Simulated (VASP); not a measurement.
Here is a VASP 6.6.1 calculation.

Contents of INCAR:

```
SYSTEM = Pd
ALGO = Normal ; EDIFF = 1E-6
ENCUT = 520 ; GGA = PS
ISIF = 2 ; ISMEAR = -1
LASPH = .True. ; LCHARG = .False.
LREAL = .False. ; LWAVE = .False.
NBANDS = 17 ; NELM = 100
PREC = Accurate ; SIGMA = 0.05
```

KPOINTS

```
k-points
0
Gamma
  12 12 12
  0 0 0
```

POSCAR

```
Pd
1.0
    0.0000000000      2.0945211676      2.0945211676
    2.0945211676      0.0000000000      2.0945211676
    2.0945211676      2.0945211676      0.0000000000
Pd
2
Direct
   -0.1250000000     -0.1250000000     -0.1250000000
    0.1250000000      0.1250000000      0.1250000000
```

Potentials or basis: VASP PAW PBE potentials, release 64 (Pd).

Run with:

```bash
$ cat potpaw_PBE.64/Pd/POTCAR > POTCAR
$ mpirun -np 1 vasp_std > vasp.out
```

Task: What does it give for the band gap on the k mesh?

Result: Zero (band 10 reaches 22.47 eV, above the bottom of band 11 at 20.85 eV).

Task: Estimate the pressure.

Result: 580.7 GPa.

Caveat: the PAW data sets were made with another functional, which shifts forces and pressure a little.
